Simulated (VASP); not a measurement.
BeTe:

```
Te Be
1.0
     0.00000    2.77000    2.77000
     2.77000    0.00000    2.77000
     2.77000    2.77000    0.00000
Te Be
1 1
Cartesian
  4.1550 4.1550 4.1550
  0.0000 0.0000 0.0000
```

* Program: VASP 6.6.1
* Task: relaxation of cell and atoms
* Functional: r2SCAN
* Dispersion: D3(BJ)
* Potentials or basis: VASP PAW PBE potentials, release 64 (Te, Be)
* Cutoff: 600 eV
* k mesh: 8 × 8 × 8
* Occupations: fermi-dirac, width 0.05 eV
* Spin: no spin polarisation

At the start: pressure 3.2 GPa; volume 21.25 Å³/atom.

**Question.** How do energy, volume and symmetry change on relaxing?

**Answer.** Over 3 steps the energy falls by 9.7 meV/atom and the volume is 22.27 Å³/atom (+4.8 %); space group F-43m (No. 216, to 0.05 Å).

The path:
```
step  energy change (eV)  largest force (eV/Å)  pressure (GPa)  volume (Å³)
   1              0.0000                0.0000            3.16        42.51
   2             -0.0180                0.0000           -0.79        45.14
   3             -0.0195                0.0000            0.00        44.55
```

Final structure:
```yaml
crystal:
  lattice:
    - [0.00000, 2.81363, 2.81363]
    - [2.81363, 0.00000, 2.81363]
    - [2.81363, 2.81363, 0.00000]
  atoms:
    - { symbol: Te, position: [0.75000, 0.75000, 0.75000] }
    - { symbol: Be, position: [0.00000, 0.00000, 0.00000] }
```

Caveat: the PAW data sets were made with another functional, which shifts forces and pressure a little.
